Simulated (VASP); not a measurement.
Runs of VASP 6.6.1 on Ir. The structure is that of space group P6_3/mmc (No. 194), or close to it. The cells are those of the table. 

```csv
cell,gap on the mesh (eV),pressure (GPa)
"a = 2.733, b = 2.733, c = 4.432 Å, angles 90.0, 90.0, 120.0°, 2 atoms",none,-9.4
"a = 2.770, b = 2.770, c = 4.492 Å, angles 90.0, 90.0, 120.0°, 2 atoms",none,-22.0
"a = 2.751, b = 2.751, c = 4.462 Å, angles 90.0, 90.0, 120.0°, 2 atoms",none,-16.1
"a = 2.695, b = 2.695, c = 4.371 Å, angles 90.0, 90.0, 120.0°, 2 atoms",none,(b)
"a = 2.714, b = 2.714, c = 4.402 Å, angles 90.0, 90.0, 120.0°, 2 atoms",none,-1.7
"a = 2.805, b = 2.805, c = 4.550 Å, angles 90.0, 90.0, 120.0°, 2 atoms",none,(a)
"a = 2.788, b = 2.788, c = 4.521 Å, angles 90.0, 90.0, 120.0°, 2 atoms",none,-27.3
```

Alike in all rows: task single point; level LDA; potentials or basis VASP PAW LDA potentials, release 64 (Ir); no spin polarisation; k mesh 12 × 12 × 7; cutoff (eV) 520; smearing gaussian 0.1 eV.

Fill in the values left out.

(a) -31.8; (b) 7.1.

Caveats: spin-orbit coupling is left out, which moves the levels of the heavy elements.

A k mesh can miss the band edges, and the runs leave out spin-orbit coupling on Ir.

A gap of «none» marks levels without a gap at the run's occupations.
